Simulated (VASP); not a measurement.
A run of VASP 6.6.1 is set up as follows.

Contents of INCAR:

```
PREC = Accurate ; ENCUT = 520
EDIFF = 1E-7 ; ISMEAR = 1
SIGMA = 0.1 ; LREAL = F
LASPH = T ; NELM = 100
ALGO = Normal ; ISIF = 2
LWAVE = F ; LCHARG = T
GGA = PE ; LELF = T
LVHAR = T ; NBANDS = 16
```

File KPOINTS:

```
regular mesh
0
Gamma
  8 8 8
```

Contents of POSCAR:

```
Al2Au
1.0
    0.0000000000      3.0000000000      3.0000000000
    3.0000000000      0.0000000000      3.0000000000
    3.0000000000      3.0000000000      0.0000000000
Al Au
2 1
Direct
    0.2500000000      0.2500000000      0.2500000000
    0.7500000000      0.7500000000      0.7500000000
    0.0000000000      0.0000000000      0.0000000000
```

Potentials or basis: VASP PAW PBE potentials, release 64 (Al, Au).

Run with:

```bash
$ cat potpaw_PBE.64/Al/POTCAR potpaw_PBE.64/Au/POTCAR > POTCAR
$ mpirun -np 1 vasp_std > vasp.out
```

Task: What does it give for the pressure?

Result: 3.0 GPa.
